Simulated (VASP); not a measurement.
Set up this calculation in VASP 6.6.1, as the native input.

| Quantity | Value |
| --- | --- |
| Task | single point |
| Functional | PBE |
| Potentials or basis | VASP PAW PBE potentials, release 64 (Rh_pv) |
| Cutoff | 520 eV |
| k mesh | 24 × 24 × 12 |
| Occupations | gaussian, width 0.1 eV |
| Spin | no spin polarisation |
| Dipole correction | no |
| Further INCAR settings | ALGO = Fast; EDIFF = 1e-06; NBANDS = 22 |

The structure of Rh lies in POSCAR:

```
Rh
1.0
    2.8337806889      0.0000000000      0.0000000000
   -1.4168903444      2.4541260653      0.0000000000
    0.0000000000      0.0000000000      4.2500543059
Rh
2
Direct
    0.6666666667      0.3333333333      0.7500000000
    0.3333333333      0.6666666667      0.2500000000
```

This cell differs from its parent crystal: biaxial strain in the a-b plane: +4.0 %, then relaxed in part.

The input as run:

INCAR

```
SYSTEM = Rh
  PREC = Accurate
  ENCUT = 520
  EDIFF = 1E-6
  ISMEAR = 0
  SIGMA = 0.1
  LREAL = .FALSE.
  LASPH = .TRUE.
  NELM = 60
  ALGO = Fast
  ISIF = 2
  LWAVE = .FALSE.
  LCHARG = .FALSE.
  GGA = PE
  NBANDS = 22
```

KPOINTS

```
regular mesh
0
G
  24 24 12
  0 0 0
```

Potentials or basis: VASP PAW PBE potentials, release 64 (Rh_pv).

Launch:

```bash
$ cat potpaw_PBE.64/Rh_pv/POTCAR > POTCAR
$ mpirun -np 1 vasp_std > vasp.out
```

Results of the run:

```yaml
Pressure: -8.9 GPa
Band_gap_on_the_k_mesh: zero (band 15 reaches 11.17 eV, above the bottom of band 16 at 9.28 eV)
```

Caveat: the cell differs from its parent crystal (biaxial strain in the a-b plane: +4.0 %, then relaxed in part).

Run time: 86 s on 1 thread of Intel(R) Xeon(R) 6975P-C (Granite Rapids), on a shared host, peak memory 0.31 GiB.
